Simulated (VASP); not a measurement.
**TiAl: single point with PBEsol**

TiAl:

```
CELL_PARAMETERS angstrom
-2.84755 0.00000 0.00000
0.00000 4.93210 0.00000
1.42377 -2.46605 -4.61919
ATOMIC_POSITIONS crystal
Ti 0.50424 0.48481 0.00848
Ti 0.99576 0.97633 0.99152
Al 0.75000 0.09469 0.50000
Al 0.25000 0.64092 0.50000
```

This cell differs from its parent crystal: atoms displaced along a vibrational mode.

```
Program                : VASP 6.6.1
Task                   : single point
Functional             : PBEsol
Potentials or basis    : VASP PAW PBE potentials, release 64 (Ti_sv, Al)
Cutoff                 : 520 eV
k mesh                 : 16 × 16 × 16
Occupations            : gaussian, width 0.15 eV
Spin                   : no spin polarisation
Dipole correction      : no
Further INCAR settings : ALGO = Fast; EDIFF = 1e-07; NBANDS = 23
```

```yaml
Pressure: 1.5 GPa
Largest_force: 1.375 eV/Å
Band_gap_on_the_k_mesh: zero (bands 15 and 16 overlap by 1.15 eV)
```

Forces in eV/Å, atoms in the order of the input:
```
Ti   0.000  0.329  0.600
Ti   0.000  0.329 -0.600
Al   0.000  0.716  0.000
Al   0.000 -1.375  0.000
```

Stress tensor (GPa, compression positive):
```
 5.44  0.00  0.00
 0.00 -2.81  0.00
 0.00  0.00  1.98
```

Levels at points of the mesh, in eV from the Fermi level:
```tsv
k point	band 13	band 14	band 15	band 16	band 17	band 18
(0.00, 0.00, 0.00)	-2.07	-1.79	0.72	1.00	1.28	1.32
(0.50, 0.00, 0.00)	-0.87	-0.69	-0.39	0.01	0.43	0.68
(0.00, 0.50, 0.00)	-0.48	-0.23	0.37	0.46	1.86	2.09
(0.50, 0.50, 0.00)	-1.83	-1.65	-1.00	0.46	0.90	1.92
(0.00, 0.00, 0.50)	-1.41	-1.02	-0.46	1.29	1.34	2.07
```

Run time: 32 min on 1 thread of Intel(R) Xeon(R) 6975P-C (Granite Rapids) (shared host), peak memory 0.82 GiB.

Caveat: the cell differs from its parent crystal (atoms displaced along a vibrational mode); the PAW data sets were made with another functional, which shifts forces and pressure a little.
